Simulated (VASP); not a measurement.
## BiP: single point with r2SCAN+D4

BiP:

```
CELL_PARAMETERS angstrom
3.57376 0.00000 0.00000
0.00000 3.57376 0.00000
0.00000 0.00000 3.57376
ATOMIC_POSITIONS crystal
Bi 0.00000 0.00000 0.00000
P 0.50000 0.50000 0.50000
```

```yaml
Program: VASP 6.6.1
Task: single point
Functional: r2SCAN
Dispersion: D4
Potentials_or_basis: VASP PAW PBE potentials, release 64 (Bi_d, P)
Cutoff: 520 eV
k_mesh: 10 × 10 × 10
Occupations: tetrahedron
Spin: no spin polarisation
```

```yaml
Pressure: -0.8 GPa
Band_gap_on_the_k_mesh: zero (bands 10 and 11 overlap by 3.29 eV)
Dispersion_energy_per_atom: -0.176 eV
```

Levels at points of the mesh, in eV from the Fermi level:
```
           k point  band 6  band 7  band 8  band 9  band 10  band 11  band 12  band 13  band 14  band 15
(0.00, 0.00, 0.00)  -14.68   -6.75   -2.01   -2.01    -2.01     4.33     4.33     6.37     6.37     6.37
(0.50, 0.00, 0.00)  -12.21  -11.18   -0.11    0.11     0.27     0.27     1.94     1.94     5.90     8.25
(0.50, 0.50, 0.00)  -10.68   -9.59   -5.85   -5.85     0.73     3.84     4.38     4.38     7.34     8.46
(0.50, 0.50, 0.50)   -9.45   -8.88   -2.67   -2.67    -2.67    -2.56    -2.56    -2.56    16.25    16.25
```

Wall time 73 s on 1 thread of Intel(R) Xeon(R) 6975P-C (Granite Rapids), with other jobs on the host, peak memory 0.18 GiB.

Caveat: the PAW data sets were made with another functional, which shifts forces and pressure a little; spin-orbit coupling is left out, which moves the levels of the heavy elements; tetrahedron occupations give inexact forces and stress in metals.
